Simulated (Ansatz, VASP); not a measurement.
**H6C3NO: VASP beside Ansatz**

```
H C N O
1.0
     5.18182   -0.02414   -0.09533
     1.38679    5.87107   -0.35103
     0.22725    2.27385    6.76074
H C N O
12 6 2 2
Direct
  0.73858 0.73880 0.96499
  0.26142 0.26120 0.03501
  0.66439 0.99993 0.77565
  0.33561 0.00007 0.22435
  0.13149 0.04577 0.80336
  0.86851 0.95423 0.19664
  0.21085 0.78009 0.98904
  0.78915 0.21991 0.01096
  0.76591 0.53928 0.52155
  0.23409 0.46072 0.47845
  0.52533 0.68008 0.65559
  0.47467 0.31992 0.34441
  0.91194 0.70670 0.69809
  0.08806 0.29330 0.30191
  0.82686 0.84887 0.84480
  0.17314 0.15113 0.15520
  0.04818 0.93278 0.92422
  0.95182 0.06722 0.07578
  0.71818 0.64151 0.61790
  0.28182 0.35849 0.38210
  0.14885 0.65171 0.65558
  0.85115 0.34829 0.34442
```

Alike in both runs: functional PBE; k mesh 4 × 4 × 4; occupations gaussian, width 0.02 eV; no spin polarisation.

Ansatz relaxed the structure, and its values are those at the end. VASP's run is a single point on that final structure, the one shown.

|  | VASP | Ansatz |
| --- | --- | --- |
| version | VASP 6.6.1 | Ansatz 0.2.0 |
| potentials or method | VASP PAW PBE potentials, release 64 (H, C, N, O), cutoff 520 eV | scalar-relativistic, plane waves, PAW |
| valence electrons in the cell | 58 | 58 |

|  | VASP | Ansatz | Ansatz less VASP |
| --- | --- | --- | --- |
| gap on the k mesh at the Fermi level (eV) | 4.41 | 4.42 | +0.005 |
| least direct gap on the mesh (eV) | 4.49 | 4.50 | +0.006 |
| pressure (GPa) | 0.1 | 0.0 | -0.14 |
| rms of the force components (eV/Å) | 0.089 | 0.001 | -0.0873 |

Noted on VASP's run: the standard files for N, O and F lose accuracy on very short bonds.
